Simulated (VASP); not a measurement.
# Cs (Fm-3m) in VASP: notebook

Cs is run at these levels: r2SCAN; tasks: single point.

Everything below comes from runs of VASP 6.6.1. Logs are shortened: lines on timing, memory, paths and dates and some standing lists are left out, and cuts for length are marked.

## (1) The cell of the first run

The structure is cubic, space group Fm-3m (No. 225). The conventional cell has a = 7.907 Å, b = 7.907 Å, c = 7.907 Å, α = 90.00°, β = 90.00°, γ = 90.00°.

This isn't the form of Cs at room conditions, which is bcc.

## (2) Single point, r2SCAN

Input file POSCAR:

```
Cs
1.0
    0.0000000000      3.9536154710      3.9536154710
    3.9536154710      0.0000000000      3.9536154710
    3.9536154710      3.9536154710      0.0000000000
Cs
1
Direct
    0.0000000000      0.0000000000      0.0000000000
```

Input file INCAR.step1:

```
SYSTEM = Cs
PREC     = Accurate       ! precision mode
ENCUT    = 550            ! plane-wave cutoff, eV
ISMEAR   = -1             ! smearing method
SIGMA    = 0.1            ! smearing width, eV
LREAL    = .FALSE.        ! projectors in reciprocal space
LASPH    = .TRUE.         ! aspherical terms in the spheres
NELM     = 120            ! most SCF steps
NBANDS   = 10             ! bands
GGA      = PE             ! functional
ALGO     = Normal         ! electronic algorithm
EDIFF    = 1E-5           ! SCF threshold, eV
LWAVE    = .TRUE.         ! write WAVECAR
LCHARG   = .FALSE.        ! write CHGCAR
GGA_COMPAT= .FALSE.
```

Input file INCAR.step2:

```
SYSTEM = Cs
PREC     = Accurate       ! precision mode
ENCUT    = 550            ! plane-wave cutoff, eV
EDIFF    = 1E-6           ! SCF threshold, eV
ISMEAR   = -1             ! smearing method
SIGMA    = 0.1            ! smearing width, eV
LREAL    = .FALSE.        ! projectors in reciprocal space
LASPH    = .TRUE.         ! aspherical terms in the spheres
NELM     = 120            ! most SCF steps
ALGO     = Normal         ! electronic algorithm
ISIF     = 2              ! what is computed and relaxed
LWAVE    = .FALSE.        ! write WAVECAR
LCHARG   = .TRUE.         ! write CHGCAR
METAGGA  = R2SCAN         ! meta-GGA
LMIXTAU  = .TRUE.       
LELF     = .TRUE.         ! ELF
LVHAR    = .TRUE.       
NBANDS   = 10             ! bands
ISTART   = 1            
GGA_COMPAT= .FALSE.
```

Input file KPOINTS:

```
Automatic mesh
0
G
  7 7 7
  0 0 0
```

Potentials or basis: VASP PAW PBE potentials, release 64 (Cs_sv).

Launch:

```console
> cat potpaw_PBE.64/Cs_sv/POTCAR > POTCAR
> cp INCAR.step1 INCAR
> mpirun -np 1 vasp_std > vasp.out
> cp INCAR.step2 INCAR
> mpirun -np 1 vasp_std > vasp.out
```

OUTCAR:

```text
SYSTEM = Cs
   PREC = Accurate
   ENCUT = 550
   EDIFF = 1E-6
   ISMEAR = -1
   LREAL = .FALSE.
   LASPH = .TRUE.
   NELM = 120
   ISIF = 2
   METAGGA = R2SCAN
   ISTART = 1

 ion  position               nearest neighbor table
   1  0.000  0.000  0.000-

  LATTYP: Found a face centered cubic cell.
 ALAT       =     7.9072309420

  Lattice vectors:

 A1 = (   0.0000000000,   3.9536154710,   3.9536154710)
 A2 = (   3.9536154710,   0.0000000000,   3.9536154710)
 A3 = (   3.9536154710,   3.9536154710,   0.0000000000)

Analysis of symmetry for initial positions (statically):
=====================================================================
 Subroutine PRICEL returns:
 Original cell was already a primitive cell.

 Routine SETGRP: Setting up the symmetry group for a
 face centered cubic supercell.

 Subroutine GETGRP returns: Found 48 space group operations
 (whereof 48 operations were pure point group operations)
 out of a pool of 48 trial point group operations.

The static configuration has the point symmetry O_h .

Analysis of symmetry for dynamics (positions and initial velocities):
=====================================================================
 Subroutine PRICEL returns:
 Original cell was already a primitive cell.

 Routine SETGRP: Setting up the symmetry group for a
 face centered cubic supercell.

 Subroutine GETGRP returns: Found 48 space group operations
 (whereof 48 operations were pure point group operations)
 out of a pool of 48 trial point group operations.

The dynamic configuration has the point symmetry O_h .

 Subroutine INISYM returns: Found 48 space group operations
 (whereof 48 operations are pure point group operations),
 and found     1 'primitive' translations

----------------------------------------------------------------------------------------

                                     Primitive cell

  volume of cell :     123.5985

  direct lattice vectors                    reciprocal lattice vectors
     0.000000000  3.953615471  3.953615471    -0.126466523  0.126466523  0.126466523
     3.953615471  0.000000000  3.953615471     0.126466523 -0.126466523  0.126466523
     3.953615471  3.953615471  0.000000000     0.126466523  0.126466523 -0.126466523

  length of vectors
     5.591256619  5.591256619  5.591256619     0.219046442  0.219046442  0.219046442

  position of ions in fractional coordinates (direct lattice)
     0.000000000  0.000000000  0.000000000

  ion indices of the primitive-cell ions
   primitive index   ion index
                 1           1

----------------------------------------------------------------------------------------

 KPOINTS: Automatic mesh

Automatic generation of k-mesh.
 Grid dimensions read from file:
 generate k-points for:    7    7    7

 Generating k-lattice:

  Cartesian coordinates                     Fractional coordinates (reciprocal lattice)
    -0.018066646  0.018066646  0.018066646     0.142857143  0.000000000  0.000000000
     0.018066646 -0.018066646  0.018066646     0.000000000  0.142857143  0.000000000
     0.018066646  0.018066646 -0.018066646     0.000000000  0.000000000  0.142857143

  Length of vectors
     0.031292349  0.031292349  0.031292349

  Shift w.r.t. Gamma in fractional coordinates (k-lattice)
     0.000000000  0.000000000  0.000000000

 Subroutine IBZKPT returns following result:
 ===========================================

 Found     20 irreducible k-points:

 Following reciprocal coordinates:
            Coordinates               Weight
  0.000000  0.000000  0.000000      1.000000
  0.142857  0.000000  0.000000      8.000000
  0.285714  0.000000  0.000000      8.000000
  0.428571  0.000000  0.000000      8.000000
  0.142857  0.142857  0.000000      6.000000
  0.285714  0.142857  0.000000     24.000000
[... 12 lines left out ...]
 -0.428571  0.428571  0.142857     24.000000
 -0.285714  0.428571  0.142857     24.000000
   k-points           NKPTS =     20   k-points in BZ     NKDIM =     20   number of bands    NBANDS=     10
   number of dos      NEDOS =    301   number of ions     NIONS =      1
   total plane-waves  NPLWV = 110592
   dimension x,y,z NGX =    48 NGY =   48 NGZ =   48
   dimension x,y,z NGXF=    96 NGYF=   96 NGZF=   96
   ions per type =               1
   NGX,Y,Z   is equivalent  to a cutoff of  14.27, 14.27, 14.27 a.u.
   NGXF,Y,Z  is equivalent  to a cutoff of  28.54, 28.54, 28.54 a.u.
 SYSTEM =  Cs
   PREC   = accura    normal or accurate (medium, high low for compatibility)
   ISTART =      1    job   : 0-new  1-cont  2-samecut
   ICHARG =      0    charge: 1-file 2-atom 10-const
   ISPIN  =      1    spin polarized calculation?
   LNONCOLLINEAR =      F non collinear calculations
   LSORBIT =      F    spin-orbit coupling
   LASPH  =      T    aspherical Exc in radial PAW
   ENCUT  =  550.0 eV  40.42 Ry    6.36 a.u.  10.69 10.69 10.69*2*pi/ulx,y,z
   NELM   =    120;   NELMIN=  2; NELMDL=  0     # of ELM steps
   EDIFF  = 0.1E-05   stopping-criterion for ELM
   LREAL  =      F    real-space projection
   EDIFFG = 0.1E-04   stopping-criterion for IOM
   NSW    =      0    number of steps for IOM
   IBRION =     -1    ionic relax: 0-MD 1-quasi-New 2-CG
   NFREE  =      0    steps in history (QN), initial steepest desc. (CG)
   ISIF   =      2    stress and relaxation
   ISYM   =      2    0-nonsym 1-usesym 2-fastsym
   POTIM  = 0.5000    time-step for ionic-motion
   TEBEG  =    0.0;   TEEND  =   0.0 temperature during run
   PSTRESS=    0.0 pullay stress
   NELECT =       9.0000    total number of electrons
   NUPDOWN=      -1.0000    fix difference up-down
   EMIN   =  10.00;   EMAX   =-10.00  energy-range for DOS
   EFERMI =   0.00;   METHOD = LEGACY
   ISMEAR =    -1;   SIGMA  =   0.10  broadening in eV -4-tet -1-fermi 0-gaus
   EFERMI_NEDOS =   21; number of points for ismear=-14 and -15
   IALGO  =     38    algorithm
   IMIX   =      4    mixing-type and parameters
     AMIX     =   0.40;   BMIX     =  1.00
     AMIX_MAG =   1.60;   BMIX_MAG =  1.00
  volume/ion in A,a.u.               =     123.60       834.08
  Fermi-wavevector in a.u.,A,eV,Ry     =   0.683625  1.291864  6.358589  0.467343
  Thomas-Fermi vector in A             =   1.763043
   LORBIT       =      0    0 simple, 1 ext, 2 COOP (PROOUT), +10 PAW based schemes
   METAGGA = R2SCAN    functional components
   LHFCALC =     F    Hartree Fock is set to
   AEXX    =    0.0000 exact exchange contribution
   IVDW    =     0    specifies the selected vdW correction
   LEPSILON=     F    determine dielectric tensor
   LRPA    =     F    only Hartree local field effects (RPA)
 non-spin polarized calculation
  energy-cutoff  :      550.00
  volume of cell :      123.60
 maximum number of plane-waves:      3695
 NGX is ok and might be reduce to    48
   NGX = 21   NGY = 21   NGZ = 21

 number of electron       9.0000001 magnetization

 Free energy of the ion-electron system (eV)
  ---------------------------------------------------
  ext. energy  EPLUGINS =         0.00000000
  ---------------------------------------------------
  free energy    TOTEN  =       -25.03845415 eV

  energy without entropy =      -25.00546815  energy(sigma->0) =      -25.02196115

 E-fermi :   0.3788     XC(G=0):  -5.4523

 val. band max:        0.2413171820   @ k =   0.4286   0.2857   0.0000
 cond. band min:       0.5170412495   @ k =  -0.2857   0.2857   0.0000
 fundamental gap:      0.2757240674
 Fermi energy:         0.3788033055

 k-point     1 :       0.0000    0.0000    0.0000
  band No.  band energies     occupation
      1     -24.4639      2.00000
      2     -10.8405      2.00000
      3     -10.8405      2.00000
      4     -10.8405      2.00000
      5      -1.3448      2.00000
      6       3.0798      0.00000
      7       3.0798      0.00000
      8       3.0798      0.00000
      9       4.1804      0.00000
     10       4.1804      0.00000

 k-point     2 :       0.1429    0.0000    0.0000
  band No.  band energies     occupation
      1     -24.4630      2.00000
      2     -10.8615      2.00000
      3     -10.8432      2.00000
      4     -10.8432      2.00000
      5      -1.1366      2.00000
      6       2.6550      0.00000
      7       3.1587      0.00000
      8       3.1587      0.00000
      9       4.0214      0.00000
     10       4.0214      0.00000

 k-point     3 :       0.2857    0.0000    0.0000
  band No.  band energies     occupation
      1     -24.4610      2.00000
      2     -10.9079      2.00000
      3     -10.8493      2.00000
      4     -10.8493      2.00000
      5      -0.5629      1.99984
      6       1.9346      0.00000
      7       3.1078      0.00000
      8       3.1079      0.00000
      9       4.1705      0.00000
     10       4.1706      0.00000

 k-point     4 :       0.4286    0.0000    0.0000
  band No.  band energies     occupation
      1     -24.4593      2.00000
      2     -10.9443      2.00000
      3     -10.8542      2.00000
      4     -10.8542      2.00000
      5       0.2038      1.70386
      6       1.2073      0.00050
      7       2.9368      0.00000
      8       2.9368      0.00000
      9       4.7681      0.00000
     10       4.7681      0.00000

 k-point     5 :       0.1429    0.1429    0.0000
  band No.  band energies     occupation
      1     -24.4627      2.00000
      2     -10.8609      2.00000
      3     -10.8478      2.00000
      4     -10.8478      2.00000
      5      -1.0684      2.00000
      6       2.6027      0.00000
      7       3.1929      0.00000
      8       3.1929      0.00000
      9       3.5308      0.00000
     10       4.2972      0.00000

 k-point     6 :       0.2857    0.1429    0.0000
  band No.  band energies     occupation
      1     -24.4610      2.00000
      2     -10.8950      2.00000
      3     -10.8552      2.00000
      4     -10.8540      2.00000
      5      -0.6182      1.99991
      6       2.1154      0.00000
      7       2.8661      0.00000
      8       3.2595      0.00000
      9       3.6429      0.00000
     10       4.4441      0.00000
[... 131 lines left out ...]
 k-point    17 :       0.4286    0.2857    0.1429
  band No.  band energies     occupation
      1     -24.4595      2.00000
      2     -10.9141      2.00000
      3     -10.8746      2.00000
      4     -10.8584      2.00000
      5      -0.0940      1.98247
      6       1.8641      0.00000
      7       2.2759      0.00000
      8       3.3983      0.00000
      9       3.7765      0.00000
     10       4.8869      0.00000

 k-point    18 :      -0.4286    0.2857    0.1429
  band No.  band energies     occupation
      1     -24.4583      2.00000
      2     -10.9282      2.00000
      3     -10.8879      2.00000
      4     -10.8653      2.00000
      5       0.6363      0.14154
      6       1.3699      0.00010
      7       2.0406      0.00000
      8       3.2081      0.00000
      9       4.2283      0.00000
     10       4.7718      0.00000

 k-point    19 :      -0.4286    0.4286    0.1429
  band No.  band energies     occupation
      1     -24.4578      2.00000
      2     -10.9293      2.00000
      3     -10.8894      2.00000
      4     -10.8770      2.00000
      5       0.7494      0.04796
      6       1.6011      0.00001
      7       1.7387      0.00000
      8       3.3101      0.00000
      9       4.4262      0.00000
     10       4.8904      0.00000

 k-point    20 :      -0.2857    0.4286    0.1429
  band No.  band energies     occupation
      1     -24.4576      2.00000
      2     -10.9156      2.00000
      3     -10.9090      2.00000
      4     -10.8752      2.00000
      5       1.0981      0.00150
      6       1.4700      0.00004
      7       1.6318      0.00001
      8       2.9647      0.00000
      9       4.4329      0.00000
     10       4.7492      0.00000

------------------------ aborting loop because EDIFF is reached ----------------------------------------

  FORCE on cell =-STRESS in cart. coord.  units (eV):
  Direction    XX          YY          ZZ          XY          YZ          ZX
  --------------------------------------------------------------------------------------
  -------------------------------------------------------------------------------------
  Total       -0.0058857     -0.0058857     -0.0058857     -0.0000000      0.0000000      0.0000000
  in kB       -0.0762944     -0.0762944     -0.0762944     -0.0000000      0.0000000      0.0000000
  external PRESSURE =      -0.0762944 kB  Pullay stress =       0.0000000 kB

 VOLUME and BASIS-vectors are now :
 -----------------------------------------------------------------------------
  energy-cutoff  :      550.00
  volume of cell :      123.60
      direct lattice vectors                 reciprocal lattice vectors
     0.000000000  3.953615471  3.953615471    -0.126466523  0.126466523  0.126466523
     3.953615471  0.000000000  3.953615471     0.126466523 -0.126466523  0.126466523
     3.953615471  3.953615471  0.000000000     0.126466523  0.126466523 -0.126466523

 POSITION                                       TOTAL-FORCE (eV/Angst)
 -----------------------------------------------------------------------------------
      0.00000      0.00000      0.00000         0.000000      0.000000      0.000000
 -----------------------------------------------------------------------------------
    total drift:                                0.000000      0.000000      0.000000

  FREE ENERGIE OF THE ION-ELECTRON SYSTEM (eV)
  ---------------------------------------------------
  free  energy   TOTEN  =       -25.0384541525 eV

  energy  without entropy=      -25.0054681497  energy(sigma->0) =      -25.02196115
```

Run time: 3.5 min. Hardware: 1 thread of Intel Xeon Platinum 8259CL at 2.50GHz (Skylake/Cascade Lake), shared host; peak memory 0.34 GiB.

What came out:

- Free energy: -25.0385 eV
- Pressure: 0.0 GPa
- Band gap on the k mesh: zero (an odd number of electrons rules out a gap without spin polarisation)

Levels at points of the mesh, in eV from the Fermi level:
| k point | band 2 | band 3 | band 4 | band 5 | band 6 | band 7 | band 8 | band 9 |
| --- | --- | --- | --- | --- | --- | --- | --- | --- |
| (0.00, 0.00, 0.00) | -11.22 | -11.22 | -11.22 | -1.72 | 2.70 | 2.70 | 2.70 | 3.80 |

Caveat: the PAW data sets were made with another functional, which shifts forces and pressure a little; spin-orbit coupling is left out, which moves the levels of the heavy elements.

## (3) Single point, r2SCAN (108.77 Å³/atom)

This run uses another cell than the first one, of 108.77 Å³/atom.

Input file POSCAR:

```
Cs
1.0
    0.0000000000      3.7886863350      3.7886863350
    3.7886863350      0.0000000000      3.7886863350
    3.7886863350      3.7886863350      0.0000000000
Cs
1
Direct
    0.0000000000      0.0000000000      0.0000000000
```

Input file INCAR.step1:

```
SYSTEM = Cs
  ALGO = Normal
  EDIFF = 1E-5
  ENCUT = 550
  GGA = PE
  GGA_COMPAT = .FALSE.
  ISMEAR = -1
  LASPH = .TRUE.
  LCHARG = .FALSE.
  LREAL = .FALSE.
  LWAVE = .TRUE.
  NBANDS = 10
  NELM = 120
  PREC = Accurate
  SIGMA = 0.1
```

Input file INCAR.step2:

```
SYSTEM = Cs
  ALGO = Normal
  EDIFF = 1E-6
  ENCUT = 550
  GGA_COMPAT = .FALSE.
  ISIF = 2
  ISMEAR = -1
  ISTART = 1
  LASPH = .TRUE.
  LCHARG = .TRUE.
  LELF = .TRUE.
  LMIXTAU = .TRUE.
  LREAL = .FALSE.
  LVHAR = .TRUE.
  LWAVE = .FALSE.
  METAGGA = R2SCAN
  NBANDS = 10
  NELM = 120
  PREC = Accurate
  SIGMA = 0.1
```

Input file KPOINTS:

```
k-points
0
G
  8 8 8
  0 0 0
```

Potentials or basis: VASP PAW PBE potentials, release 64 (Cs_sv).

Launch:

```console
> cat potpaw_PBE.64/Cs_sv/POTCAR > POTCAR
> cp INCAR.step1 INCAR
> mpirun -np 1 vasp_std > vasp.out
> cp INCAR.step2 INCAR
> mpirun -np 1 vasp_std > vasp.out
```

Wall time 4.2 min (1 thread of Intel Xeon Platinum 8259CL at 2.50GHz (Skylake/Cascade Lake), shared host); peak memory 0.29 GiB.

Results (log left out):

- Free energy: -25.0211 eV
- Pressure: 0.3 GPa
- Band gap on the k mesh: zero (an odd number of electrons rules out a gap without spin polarisation)

Levels at points of the mesh, in eV from the Fermi level:
```
           k point  band 2  band 3  band 4  band 5  band 6  band 7  band 8  band 9
(0.00, 0.00, 0.00)  -11.12  -11.12  -11.12   -1.82    2.77    2.77    2.77    3.99
(0.50, 0.00, 0.00)  -11.29  -11.14  -11.14    0.04    0.74    2.58    2.58    4.82
(0.50, 0.50, 0.00)  -11.28  -11.18  -11.18    0.23    1.11    1.57    4.53    4.53
```

Caveat: the PAW data sets were made with another functional, which shifts forces and pressure a little; spin-orbit coupling is left out, which moves the levels of the heavy elements.

(Continued in part 2 of 2.)

The gap in the log of VASP goes by the Fermi energy; the results here count the filled bands.